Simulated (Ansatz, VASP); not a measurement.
## Two plane-wave programs on Hf

File INCAR:

```
SYSTEM = Hf
  ALGO = Fast
  EDIFF = 1E-6
  ENCUT = 520
  ISIF = 2
  ISMEAR = 0
  LASPH = .TRUE.
  LCHARG = .TRUE.
  LELF = .TRUE.
  LREAL = .FALSE.
  LVHAR = .TRUE.
  LWAVE = .FALSE.
  NBANDS = 11
  NELM = 80
  PREC = Accurate
  SIGMA = 0.15
```

The input KPOINTS:

```
k-points
0
G
  20 20 20
  0 0 0
```

File POSCAR:

```
Hf
1.0
    0.0000000000      2.5774846393      1.6217533350
    2.5774846393      0.0000000000      1.6217533350
    2.5774846393      2.5774846393      0.0000000000
Hf
1
Direct
    0.0000000000      0.0000000000      0.0000000000
```

Input for Ansatz:

```yaml
crystal:
  lattice:
    - [0.0, 2.5774846393, 1.621753335]
    - [2.5774846393, 0.0, 1.621753335]
    - [2.5774846393, 2.5774846393, 0.0]
  atoms:
    - { symbol: Hf, position: [0.0, 0.0, 0.0] }
basis:
  ecutwfc: 420
kpoints:
  mp_grid: { grid: [20, 20, 20] }
hamiltonian:
  xc: lda
scf:
  occupations: { method: gaussian, width: 0.15 }
output:
  forces: true
  stress: true
  eigenvalues: true
```

Alike in both runs: task single point; functional LDA; k mesh 20 × 20 × 20; occupations gaussian, width 0.15 eV; no spin polarisation.

|  | VASP | Ansatz |
| --- | --- | --- |
| version | VASP 6.6.1 | Ansatz 0.2.0 |
| potentials or method | VASP PAW LDA potentials, release 64 (Hf_pv), cutoff 520 eV | scalar-relativistic, plane waves, PAW |
| valence electrons in the cell | 10 | 26 |

|  | VASP | Ansatz | Ansatz less VASP |
| --- | --- | --- | --- |
| gap on the k mesh at the Fermi level (eV) | none | none | - |
| pressure (GPa) | -5.2 | -5.3 | -0.14 |
| traceless stress, the component that is largest in VASP (GPa) | -2.59 | -2.55 | +0.039 |

LDA's correlation is that of Perdew and Zunger in VASP and of Perdew and Wang (1992) in Ansatz. A gap of «none» marks a metal or a gap that the smearing closes. VASP's potentials hold 10 valence electrons a cell and Ansatz's 26, so a difference there can come from the potentials and not from the codes.

Spin-orbit coupling is off throughout.
